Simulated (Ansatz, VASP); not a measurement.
## Two plane-wave programs on Rb

```
Rb
1.0
    -2.85735    2.85735    2.65453
     2.85735   -2.85735    2.65453
     2.85735    2.85735   -2.65453
Rb
1
Direct
  0.00000 0.00000 0.00000
```

Alike in both runs: functional PBEsol; k mesh 10 × 10 × 10; occupations gaussian, width 0.1 eV; no spin polarisation.

Ansatz relaxed the structure, and its values are those at the end. VASP's run is a single point on that final structure, the one shown.

|  | VASP | Ansatz |
| --- | --- | --- |
| version | VASP 6.6.1 | Ansatz 0.2.0 |
| potentials or method | VASP PAW PBE potentials, release 64 (Rb_sv), cutoff 520 eV | scalar-relativistic, plane waves, PAW |
| valence electrons in the cell | 9 | 9 |

```csv
,VASP,Ansatz,Ansatz less VASP
gap on the k mesh at the Fermi level (eV),none,none,-
pressure (GPa),0.0,0.0,0.00
```

VASP's potentials were made for PBE, not for PBEsol. A gap of «none» marks a metal or a gap that the smearing closes.
